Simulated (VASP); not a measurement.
Here is a VASP 6.6.1 calculation.

INCAR

```
AGGAC = 1.0
AGGAX = 1.0
ALDAC = 0.0
ALDAX = 1.0
ALGO = Normal
EDIFF = 1E-7
ENCUT = 520
GGA = B5
GGA_COMPAT = F
ISIF = 2
ISMEAR = -5
LASPH = T
LCHARG = F
LMAXMIX = 4
LORBIT = 11
LORBMOM = T
LREAL = F
LSORBIT = T
LWAVE = F
MAGMOM = 0 0 0 0 0 0 0 0 0
NBANDS = 29
NELM = 150
PREC = Accurate
SIGMA = 0.1
```

Contents of KPOINTS:

```
k-points
0
Gamma
  10 10 8
```

The input POSCAR:

```
HfB2
1.0
    3.1400000000      0.0000000000      0.0000000000
   -1.5700000000      2.7193197679      0.0000000000
    0.0000000000      0.0000000000      3.4800000000
Hf B
1 2
Direct
    0.0000000000      0.0000000000      0.0000000000
    0.6666666667      0.3333333333      0.5000000000
    0.3333333333      0.6666666667      0.5000000000
```

Potentials or basis: VASP PAW PBE potentials, release 64 (Hf_pv, B).

The run is started by

```sh
$ cat potpaw_PBE.64/Hf_pv/POTCAR potpaw_PBE.64/B/POTCAR > POTCAR
$ mpirun -np 1 vasp_ncl > vasp.out
```

Estimate the pressure.

8.2 GPa.

What does it give for the net moment?

0.00 μB per cell.

Stress tensor (GPa, compression positive):
```
 6.51  0.00  0.00
 0.00  6.51  0.00
 0.00  0.00 11.54
```

Caveat: the PAW data sets were made with another functional, which shifts forces and pressure a little.
